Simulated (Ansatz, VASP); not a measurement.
# Al3O in VASP and in Ansatz

```
CELL_PARAMETERS angstrom
2.81684 0.00000 0.00000
0.00000 2.81684 0.00000
0.00000 0.00000 21.10430
ATOMIC_POSITIONS crystal
Al 0.50000 0.50000 0.18953
Al 0.00000 0.00000 0.28675
Al 0.50000 0.50000 0.38401
O 0.00000 0.00000 0.49915
```

Alike in both runs: task single point; functional LDA; k mesh 9 × 9 × 1; occupations gaussian, width 0.1 eV; no spin polarisation.

|  | VASP | Ansatz |
| --- | --- | --- |
| version | VASP 6.6.1 | Ansatz 0.2.0 |
| potentials or method | VASP PAW LDA potentials, release 64 (Al, O), cutoff 520 eV | scalar-relativistic, plane waves, PAW |
| valence electrons in the cell | 15 | 15 |

|  | VASP | Ansatz | Ansatz less VASP |
| --- | --- | --- | --- |
| gap on the k mesh at the Fermi level (eV) | none | none | - |
| rms of the force components (eV/Å) | 0.849 | 0.850 | +0.0004 |

LDA's correlation is that of Perdew and Zunger in VASP and of Perdew and Wang (1992) in Ansatz. Atom by atom the forces differ by 0.001 eV/Å (rms over components). A gap of «none» marks a metal or a gap that the smearing closes.
